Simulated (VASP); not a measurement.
Set up this calculation in VASP 6.6.1, as the native input.

```
Task                   : relaxation of cell and atoms
Functional             : PBE
Potentials or basis    : VASP PAW PBE potentials, release 64 (C)
Cutoff                 : 600 eV
k mesh                 : 4 × 4 × 6
Occupations            : gaussian, width 0.1 eV
Spin                   : no spin polarisation
Dipole correction      : no
Further INCAR settings : ALGO = Normal; EDIFF = 1e-06; IBRION = 2; EDIFFG = -0.04; NSW = 90; ISIF = 3
```

The structure of C lies in POSCAR:

```
C
1.0
    4.1282079500      0.0000000000      0.0000000000
    0.0000000000      4.1282079500      0.0000000000
    0.0000000000      0.0000000000      2.7881479700
C
8
Direct
    0.3138119800      0.9311950100      0.5000000000
    0.6861880200      0.9311950100      0.0000000000
    0.6861880200      0.0688049900      0.5000000000
    0.9311950100      0.6861880200      0.0000000000
    0.9311950100      0.3138119800      0.5000000000
    0.3138119800      0.0688049900      0.0000000000
    0.0688049900      0.3138119800      0.0000000000
    0.0688049900      0.6861880200      0.5000000000
```

The cell was built from a structure type or drawn by symmetry, and may not be a known phase.

The input as run:

INCAR

```
PREC = Accurate
ENCUT = 600
EDIFF = 1E-6
ISMEAR = 0
SIGMA = 0.1
LREAL = F
LASPH = T
NELM = 60
ALGO = Normal
ISIF = 3
LWAVE = F
LCHARG = F
GGA = PE
IBRION = 2
NSW = 90
EDIFFG = -0.04
```

KPOINTS

```
Automatic mesh
0
Gamma
  4 4 6
```

Potentials or basis: VASP PAW PBE potentials, release 64 (C).

Run with:

```bash
$ cat potpaw_PBE.64/C/POTCAR > POTCAR
$ mpirun -np 1 vasp_std > vasp.out
```

It gave:

The relaxed volume is 9.62 Å³/atom, the relaxed cell is a = 5.509 Å, b = 5.509 Å, c = 2.537 Å, α = 90.00°, β = 90.00°, γ = 90.00° and the space group after relaxing (to 0.1 Å) is P4_2/mcm (No. 132). The energy gained by relaxing is 1443.9 meV/atom and the ionic steps are 32. The pressure after relaxing is 0.1 GPa, the largest force after relaxing is 0.038 eV/Å and the band gap on the k mesh is zero (bands 16 and 17 overlap by 1.24 eV).

Caveat: the k points lie up to 0.41 Å⁻¹ apart in the final cell, too coarse for converged energies and pressures of a metal; the volume moved by over 15 % at a fixed basis, so the end points are rough.

Wall time 12 min on 1 thread of Intel Xeon 8259CL (shared host), peak memory 0.18 GiB.
